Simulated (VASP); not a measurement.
# CuO in VASP: further runs

The runs below take CuO through single point, with RPBE, BLYP, PBEsol.

Everything below comes from runs of VASP 6.6.1. Logs are shortened: lines on timing, memory, paths and dates and some standing lists are left out, and cuts for length are marked.

## Step 1: The cell of the first run

The typed cell holds 8 atoms: a = 2.991 Å, b = 5.191 Å, c = 6.684 Å, α = 90.00°, β = 116.48°, γ = 90.00°.

## Step 2: Single point, RPBE

INCAR

```
PREC = Accurate ; ENCUT = 520
EDIFF = 1E-6 ; ISMEAR = -1
SIGMA = 0.05 ; LREAL = F
LASPH = T ; NELM = 80
ALGO = Normal ; ISIF = 2
LWAVE = F ; LCHARG = T
GGA = RP ; LELF = T
LVHAR = T ; NBANDS = 44
```

KPOINTS

```
Automatic mesh
0
Gamma
  9 5 5
```

POSCAR

```
CuO
1.0
   -2.1103093833      2.1131098994     -0.1659529774
    0.4076041284      0.0000526085     -5.1750240197
   -2.1108009418     -6.3400023777     -0.1659643901
Cu O
4 4
Direct
    0.2500021752     -0.0000003433      0.2499993867
    0.7499964095     -0.0000003982      0.7499990813
    0.9999998223      0.5000002065      0.4999999016
    0.5000007038      0.5000000432      1.0000006542
    0.7500003193      0.7498017651      0.2500194516
    0.2499936909      0.7498038144      0.7500191165
    0.7500070347      0.2501967192      0.2499814782
    0.2499998741      0.2501981732      0.7499809599
```

Potentials or basis: VASP PAW PBE potentials, release 64 (Cu, O).

On the command line:

```bash
cat potpaw_PBE.64/Cu/POTCAR potpaw_PBE.64/O/POTCAR > POTCAR
mpirun -np 1 vasp_std > vasp.out
```

OUTCAR:

```text
PREC = Accurate
   ENCUT = 520
   EDIFF = 1E-6
   ISMEAR = -1
   LREAL = F
   LASPH = T
   NELM = 80
   ISIF = 2
   GGA = RP

 ion  position               nearest neighbor table
   1  0.250  1.000  0.250-   7 1.98   5 1.98   7 1.98   5 1.98
   2  0.750  1.000  0.750-   6 1.98   8 1.98   6 1.98   8 1.98
   3  1.000  0.500  0.500-   7 1.98   6 1.98   5 1.98   8 1.98
   4  0.500  0.500  0.000-   5 1.98   8 1.98   7 1.98   6 1.98
   5  0.750  0.750  0.250-   4 1.98   3 1.98   1 1.98   1 1.98
   6  0.250  0.750  0.750-   3 1.98   4 1.98   2 1.98   2 1.98
   7  0.750  0.250  0.250-   3 1.98   4 1.98   1 1.98   1 1.98
   8  0.250  0.250  0.750-   4 1.98   3 1.98   2 1.98   2 1.98

  LATTYP: Found a triclinic cell.
 ALAT       =     5.9828556341
 B/A-ratio  =     0.4999312459
 C/A-ratio  =     0.8676544658
 COS(alpha) =     0.0000804433
 COS(beta)  =     0.0000993008
 COS(gamma) =     0.0017347514

  Lattice vectors:

 A1 = (   4.2211103251,   4.2268924783,   0.3319173675)
 A2 = (   2.1103093833,  -2.1131098994,   0.1659529774)
 A3 = (   0.4076041284,   0.0000526085,  -5.1750240197)

Analysis of symmetry for initial positions (statically):
=====================================================================
 Subroutine PRICEL returns:
 Original cell was already a primitive cell.

 Routine SETGRP: Setting up the symmetry group for a
 triclinic supercell.

 Subroutine GETGRP returns: Found  2 space group operations
 (whereof  2 operations were pure point group operations)
 out of a pool of  2 trial point group operations.

The static configuration has the point symmetry S_2 .

Analysis of symmetry for dynamics (positions and initial velocities):
=====================================================================
 Subroutine PRICEL returns:
 Original cell was already a primitive cell.

 Routine SETGRP: Setting up the symmetry group for a
 triclinic supercell.

 Subroutine GETGRP returns: Found  2 space group operations
 (whereof  2 operations were pure point group operations)
 out of a pool of  2 trial point group operations.

The dynamic configuration has the point symmetry S_2 .

 Subroutine INISYM returns: Found  2 space group operations
 (whereof  2 operations are pure point group operations),
 and found     1 'primitive' translations

----------------------------------------------------------------------------------------

                                     Primitive cell

  volume of cell :      92.8928

  direct lattice vectors                    reciprocal lattice vectors
    -2.110309383  2.113109899 -0.165952977    -0.353199358  0.118320200 -0.027818092
     0.407604128  0.000052609 -5.175024020     0.015101746 -0.000000619 -0.192046348
    -2.110800942 -6.340002378 -0.165964390    -0.117720502 -0.118292765 -0.009273307

  length of vectors
     2.991016471  5.191051409  6.684209373     0.373528181  0.192639203  0.167144516

  position of ions in fractional coordinates (direct lattice)
     0.250002175  0.999999657  0.249999387
     0.749996409  0.999999602  0.749999081
     0.999999822  0.500000206  0.499999902
     0.500000704  0.500000043  0.000000654
     0.750000319  0.749801765  0.250019452
     0.249993691  0.749803814  0.750019116
     0.750007035  0.250196719  0.249981478
     0.249999874  0.250198173  0.749980960

  ion indices of the primitive-cell ions
   primitive index   ion index
                 1           1
                 2           2
                 3           3
                 4           4
                 5           5
                 6           6
                 7           7
                 8           8

----------------------------------------------------------------------------------------

 KPOINTS: Automatic mesh

Automatic generation of k-mesh.
 Grid dimensions read from file:
 generate k-points for:    9    5    5

 Generating k-lattice:

  Cartesian coordinates                     Fractional coordinates (reciprocal lattice)
    -0.039244373  0.013146689 -0.003090899     0.111111111 -0.000000000  0.000000000
     0.003020349 -0.000000124 -0.038409270     0.000000000  0.200000000 -0.000000000
    -0.023544100 -0.023658553 -0.001854661    -0.000000000  0.000000000  0.200000000

  Length of vectors
     0.041503131  0.038527841  0.033428903

  Shift w.r.t. Gamma in fractional coordinates (k-lattice)
     0.000000000  0.000000000  0.000000000

 Subroutine IBZKPT returns following result:
 ===========================================

 Found    113 irreducible k-points:

 Following reciprocal coordinates:
            Coordinates               Weight
  0.000000  0.000000  0.000000      1.000000
  0.111111 -0.000000  0.000000      2.000000
  0.222222  0.000000  0.000000      2.000000
  0.333333  0.000000  0.000000      2.000000
  0.444444  0.000000  0.000000      2.000000
  0.000000  0.200000  0.000000      2.000000
[... 16 lines left out ...]
 -0.111111  0.400000  0.000000      2.000000
  0.000000  0.000000  0.200000      2.000000
 [... further k-points ...]
   k-points           NKPTS =    113   k-points in BZ     NKDIM =    113   number of bands    NBANDS=     44
   number of dos      NEDOS =    301   number of ions     NIONS =      8
   total plane-waves  NPLWV =  48000
   dimension x,y,z NGX =    24 NGY =   40 NGZ =   50
   dimension x,y,z NGXF=    48 NGYF=   80 NGZF=  100
   ions per type =               4   4
   NGX,Y,Z   is equivalent  to a cutoff of  13.34, 12.81, 12.44 a.u.
   NGXF,Y,Z  is equivalent  to a cutoff of  26.68, 25.62, 24.87 a.u.
 SYSTEM =  unknown system
   PREC   = accura    normal or accurate (medium, high low for compatibility)
   ISTART =      0    job   : 0-new  1-cont  2-samecut
   ICHARG =      2    charge: 1-file 2-atom 10-const
   ISPIN  =      1    spin polarized calculation?
   LNONCOLLINEAR =      F non collinear calculations
   LSORBIT =      F    spin-orbit coupling
   LASPH  =      T    aspherical Exc in radial PAW
   ENCUT  =  520.0 eV  38.22 Ry    6.18 a.u.   5.56  9.65 12.43*2*pi/ulx,y,z
   NELM   =     80;   NELMIN=  2; NELMDL= -5     # of ELM steps
   EDIFF  = 0.1E-05   stopping-criterion for ELM
   LREAL  =      F    real-space projection
   EDIFFG = 0.1E-04   stopping-criterion for IOM
   NSW    =      0    number of steps for IOM
   IBRION =     -1    ionic relax: 0-MD 1-quasi-New 2-CG
   NFREE  =      0    steps in history (QN), initial steepest desc. (CG)
   ISIF   =      2    stress and relaxation
   ISYM   =      2    0-nonsym 1-usesym 2-fastsym
   POTIM  = 0.5000    time-step for ionic-motion
   TEBEG  =    0.0;   TEEND  =   0.0 temperature during run
   PSTRESS=    0.0 pullay stress
   NELECT =      68.0000    total number of electrons
   NUPDOWN=      -1.0000    fix difference up-down
   EMIN   =  10.00;   EMAX   =-10.00  energy-range for DOS
   EFERMI =   0.00;   METHOD = LEGACY
   ISMEAR =    -1;   SIGMA  =   0.05  broadening in eV -4-tet -1-fermi 0-gaus
   EFERMI_NEDOS =   21; number of points for ismear=-14 and -15
   IALGO  =     38    algorithm
   IMIX   =      4    mixing-type and parameters
     AMIX     =   0.40;   BMIX     =  1.00
     AMIX_MAG =   1.60;   BMIX_MAG =  1.00
  volume/ion in A,a.u.               =      11.61        78.36
  Fermi-wavevector in a.u.,A,eV,Ry     =   1.475425  2.788149 29.618236  2.176879
  Thomas-Fermi vector in A             =   2.590076
   LORBIT       =      0    0 simple, 1 ext, 2 COOP (PROOUT), +10 PAW based schemes
   GGA     = RP    functional components
   LHFCALC =     F    Hartree Fock is set to
   AEXX    =    0.0000 exact exchange contribution
   IVDW    =     0    specifies the selected vdW correction
   LEPSILON=     F    determine dielectric tensor
   LRPA    =     F    only Hartree local field effects (RPA)
 non-spin polarized calculation
  energy-cutoff  :      520.00
  volume of cell :       92.89
 maximum number of plane-waves:      2524
   NGX = 11   NGY = 19   NGZ = 25

 number of electron      68.0000000 magnetization

 Free energy of the ion-electron system (eV)
  ---------------------------------------------------
  ext. energy  EPLUGINS =         0.00000000
  ---------------------------------------------------
  free energy    TOTEN  =       -36.10613191 eV

  energy without entropy =      -36.06868313  energy(sigma->0) =      -36.08740752

 E-fermi :   4.4964     XC(G=0): -10.8185

 val. band max:        4.4918313016   @ k =   0.1111   0.0000   0.4000
 cond. band min:       4.4981770183   @ k =   0.1111   0.4000   0.2000
 fundamental gap:      0.0063457167
 Fermi energy:         4.4964212859

 k-point     1 :       0.0000    0.0000    0.0000
  band No.  band energies     occupation
      1     -14.9980      2.00000
      2     -14.4841      2.00000
      3     -13.7945      2.00000
      4     -13.6493      2.00000
      5      -3.1210      2.00000
      6      -2.1561      2.00000
[... 36 lines left out ...]
     43      15.3222      0.00000
     44      16.3920      0.00000

 k-point     2 :       0.1111   -0.0000    0.0000
  band No.  band energies     occupation
      1     -14.9280      2.00000
      2     -14.4506      2.00000
      3     -13.7736      2.00000
      4     -13.6415      2.00000
      5      -2.9894      2.00000
      6      -2.0689      2.00000
[... 36 lines left out ...]
     43      15.0050      0.00000
     44      16.3719      0.00000

 k-point     3 :       0.2222    0.0000    0.0000
  band No.  band energies     occupation
      1     -14.7426      2.00000
      2     -14.3654      2.00000
      3     -13.7201      2.00000
      4     -13.6213      2.00000
      5      -2.6314      2.00000
      6      -1.8509      2.00000
[... 36 lines left out ...]
     43      14.7827      0.00000
     44      15.0757      0.00000

 k-point     4 :       0.3333    0.0000    0.0000
  band No.  band energies     occupation
      1     -14.5099      2.00000
      2     -14.2736      2.00000
      3     -13.6570      2.00000
      4     -13.5994      2.00000
      5      -2.1570      2.00000
      6      -1.6182      2.00000
[... 882 lines left out ...]
     43      15.0648      0.00000
     44      15.5289      0.00000

 k-point    23 :      -0.1111    0.4000    0.0000
  band No.  band energies     occupation
      1     -14.5737      2.00000
      2     -14.2337      2.00000
      3     -14.2202      2.00000
      4     -13.9011      2.00000
      5      -1.7520      2.00000
      6      -1.7434      2.00000
[... 36 lines left out ...]
     43      15.0524      0.00000
     44      16.5723      0.00000

 k-point    24 :       0.0000    0.0000    0.2000
  band No.  band energies     occupation
      1     -14.9524      2.00000
      2     -14.5371      2.00000
      3     -13.7809      2.00000
      4     -13.6635      2.00000
      5      -3.0355      2.00000
      6      -2.2250      2.00000
[... 36 lines left out ...]
     43      14.3247      0.00000
     44      16.7669      0.00000

 [... further k-points ...]
[... 5 lines left out ...]
  --------------------------------------------------------------------------------------
  -------------------------------------------------------------------------------------
  Total        0.2751955      0.2910446      0.5041960      0.0046447      0.0001045     -0.0171043
  in kB        4.7464614      5.0198195      8.6961689      0.0801095      0.0018021     -0.2950078
  external PRESSURE =       6.1541499 kB  Pullay stress =       0.0000000 kB

 VOLUME and BASIS-vectors are now :
 -----------------------------------------------------------------------------
  energy-cutoff  :      520.00
  volume of cell :       92.89
      direct lattice vectors                 reciprocal lattice vectors
    -2.110309383  2.113109899 -0.165952977    -0.353199358  0.118320200 -0.027818092
     0.407604128  0.000052609 -5.175024020     0.015101746 -0.000000619 -0.192046348
    -2.110800942 -6.340002378 -0.165964390    -0.117720502 -0.118292765 -0.009273307

 POSITION                                       TOTAL-FORCE (eV/Angst)
 -----------------------------------------------------------------------------------
     -0.64768     -1.05666     -5.25800         0.000017      0.000040      0.000049
     -2.75822     -3.17012     -5.42396        -0.000017     -0.000040     -0.000049
     -2.96191     -1.05686     -2.83645         0.000000      0.000000      0.000000
     -0.85136      1.05658     -2.67049        -0.000000      0.000000      0.000000
     -1.80485     -0.00025     -4.04620         0.000279      0.000125     -0.000357
     -1.80508     -4.22682     -4.04622        -0.000060     -0.000172     -0.000323
     -2.00843     -0.00002     -1.46073         0.000060      0.000172      0.000323
     -2.00866     -4.22659     -1.46074        -0.000279     -0.000125      0.000357
 -----------------------------------------------------------------------------------
    total drift:                                0.002886      0.003515      0.002395

  FREE ENERGIE OF THE ION-ELECTRON SYSTEM (eV)
  ---------------------------------------------------
  free  energy   TOTEN  =       -36.1061319134 eV

  energy  without entropy=      -36.0686831300  energy(sigma->0) =      -36.08740752
```

Run time: 10 min. Hardware: 1 thread of Intel Xeon 8259CL, shared host; peak memory 0.45 GiB.

What came out:

```yaml
Free_energy: -36.1061 eV
Pressure: 0.6 GPa
Band_gap_on_the_k_mesh: zero (bands 34 and 35 overlap by 0.73 eV)
```

Stress tensor (GPa, compression positive):
```
 0.47  0.01 -0.03
 0.01  0.50  0.00
-0.03  0.00  0.87
```

Caveat: the PAW data sets were made with another functional, which shifts forces and pressure a little; semilocal functionals often make such compounds metallic where correlation or magnetic order opens a gap, which also shifts bond lengths. With open d or f shells a metallic result of RPBE can be an artefact of self-interaction; +U or a hybrid may open a gap.

## Step 3: Single point, BLYP

This run uses another cell than the first one, of 11.65 Å³/atom.

INCAR

```
SYSTEM = CuO
PREC = Accurate
ENCUT = 520
EDIFF = 1E-6
ISMEAR = -1
SIGMA = 0.05
LREAL = .False.
LASPH = .True.
NELM = 100
ALGO = Normal
ISIF = 2
LWAVE = .False.
LCHARG = .False.
GGA = B5
ALDAX = 1.0
AGGAX = 1.0
AGGAC = 1.0
ALDAC = 0.0
NBANDS = 44
```

KPOINTS

```
Automatic mesh
0
Gamma
  9 5 5
  0 0 0
```

POSCAR

```
CuO
1.0
   -2.1132435617      2.1154733653     -0.1665078601
    0.4073030266     -0.0001768958     -5.1794973567
   -2.1130658702     -6.3461769316     -0.1667174036
Cu O
4 4
Direct
    0.2499971922     -0.0000101380      0.2500010795
    0.7499996580      0.0000097675      0.7500012403
    1.0000080440      0.5000005679      0.4999991958
    0.5000030064      0.4999989082      0.9999990915
    0.7500613442      0.7497973769      0.2500071897
    0.2500616023      0.7498359200      0.7500062841
    0.7499330308      0.2501653910      0.2499923825
    0.2499361522      0.2502021866      0.7499935666
```

Potentials or basis: VASP PAW PBE potentials, release 64 (Cu, O).

On the command line:

```bash
cat potpaw_PBE.64/Cu/POTCAR potpaw_PBE.64/O/POTCAR > POTCAR
mpirun -np 1 vasp_std > vasp.out
```

It took 13 min on 1 thread of Intel Xeon 8259CL, shared host; peak memory 0.44 GiB.

The run converged. Its results:

```yaml
Free_energy: -36.6284 eV
Pressure: 0.7 GPa
Band_gap_on_the_k_mesh: zero (bands 34 and 35 overlap by 0.72 eV)
```

Stress tensor (GPa, compression positive):
```
 0.54  0.02 -0.04
 0.02  0.58 -0.01
-0.04 -0.01  0.93
```

Levels at points of the mesh, in eV from the Fermi level:
| k point | band 32 | band 33 | band 34 | band 35 | band 36 | band 37 |
| --- | --- | --- | --- | --- | --- | --- |
| (0.00, 0.00, 0.00) | -1.43 | 0.21 | 0.47 | 0.65 | 0.66 | 1.45 |

Caveat: the PAW data sets were made with another functional, which shifts forces and pressure a little; semilocal functionals often make such compounds metallic where correlation or magnetic order opens a gap, which also shifts bond lengths.

[end of part 1 of 2]
